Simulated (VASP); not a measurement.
**WSe2: single point with PBE+D3(BJ)**

The system is WSe2.

```
CELL_PARAMETERS angstrom
3.22999 0.00000 0.00000
-1.61499 2.79725 0.00000
0.00000 0.00000 12.86276
ATOMIC_POSITIONS crystal
W 0.66667 0.33333 0.24996
W 0.33333 0.66667 0.75004
Se 0.33333 0.66667 0.38237
Se 0.66667 0.33333 0.88244
Se 0.33333 0.66667 0.11756
Se 0.66667 0.33333 0.61763
```

```json
{"Program": "VASP 6.6.1", "Task": "single point", "Functional": "PBE", "Dispersion": "D3(BJ)", "Potentials or basis": "VASP PAW PBE potentials, release 64 (W_sv, Se)", "Cutoff": "520 eV", "k mesh": "12 × 12 × 2", "Occupations": "gaussian, width 0.02 eV", "Spin": "no spin polarisation", "Dipole correction": "no", "Further INCAR settings": "ALGO = Normal; EDIFF = 1e-06; NBANDS = 35"}
```

| Property | Result |
| --- | --- |
| Pressure | 2.8 GPa |
| Largest force | 0.051 eV/Å |
| Band gap on the k mesh | 0.92 eV (least direct gap 1.77 eV) |
| Dispersion energy per atom | -0.487 eV |

Forces on the atoms (eV/Å):
```
W    0.000  0.000  0.000
W    0.000  0.000  0.000
Se   0.000  0.000  0.051
Se   0.000  0.000  0.050
Se   0.000  0.000 -0.050
Se   0.000  0.000 -0.051
```

Stress tensor (GPa, compression positive):
```
4.01 0.00 0.00
0.00 4.01 0.00
0.00 0.00 0.45
```

Levels at points of the mesh, in eV from the valence-band top:
```tsv
k point	band 22	band 23	band 24	band 25	band 26	band 27	band 28	band 29	band 30	band 31
(0.00, 0.00, 0.00)	-1.26	-1.19	-1.19	-1.02	0.00	2.89	2.89	2.91	2.91	2.96
(0.50, 0.00, 0.00)	-2.47	-1.41	-1.26	-1.11	-0.79	2.41	2.49	2.53	2.95	3.05
(0.00, 0.00, 0.50)	-1.23	-1.23	-1.23	-0.23	-0.23	2.88	2.88	2.88	2.88	3.08
(0.50, 0.00, 0.50)	-2.64	-1.31	-1.31	-0.96	-0.95	2.50	2.50	2.71	2.71	3.50
```

Wall time 53 s on 1 thread of Intel(R) Xeon(R) 6975P-C (Granite Rapids), with other jobs on the host, peak memory 0.3 GiB.

Caveat: spin-orbit coupling is left out, which moves the levels of the heavy elements. A k mesh can miss the band edges.
